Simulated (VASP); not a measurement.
Here is a VASP 6.6.1 calculation.

The input INCAR:

```
  PREC = Accurate
  ENCUT = 600
  EDIFF = 1E-7
  ISMEAR = -1
  SIGMA = 0.08
  LREAL = False
  LASPH = True
  NELM = 100
  ALGO = Normal
  ISIF = 3
  LWAVE = False
  LCHARG = False
  GGA = PE
  IBRION = 2
  NSW = 32
  EDIFFG = -0.005
  PSTRESS = 23.0
```

Contents of KPOINTS:

```
regular mesh
0
Gamma
  16 16 16
```

File POSCAR:

```
S
1.0
   -2.7360185170      2.7360185170      1.1646237326
    2.7360185170     -2.7360185170      1.1646237326
    2.7360185170      2.7360185170     -1.1646237326
S
2
Direct
   -0.3750000000     -0.1250000000     -0.2500000000
    0.3750000000      0.1250000000      0.2500000000
```

Potentials or basis: VASP PAW PBE potentials, release 64 (S).

Run with:

```console
$ cat potpaw_PBE.64/S/POTCAR > POTCAR
$ mpirun -np 1 vasp_std > vasp.out
```

**Question.** Estimate the relaxed volume.

**Answer.** 17.45 Å³/atom.

**Question.** What does it give for the band gap on the k mesh?

**Answer.** Zero (bands 6 and 7 overlap by 2.92 eV).

**Question.** What does it give for the space group after relaxing (to 0.1 Å)?

**Answer.** I4_1/amd (No. 141).

Final structure:
```cif
data_structure
_symmetry_space_group_name_H-M 'P 1'
_symmetry_Int_Tables_number 1
_cell_length_a 4.0481
_cell_length_b 4.0481
_cell_length_c 4.0481
_cell_angle_alpha 94.713
_cell_angle_beta 94.713
_cell_angle_gamma 146.684
_cell_volume 34.91
loop_
_atom_site_label
_atom_site_type_symbol
_atom_site_fract_x
_atom_site_fract_y
_atom_site_fract_z
_atom_site_occupancy
S1 S 0.62500 0.87500 0.75000 1
S2 S 0.37500 0.12500 0.25000 1
```

Caveat: the cell is relaxed towards a set pressure, so the run minimises the enthalpy, not the energy.
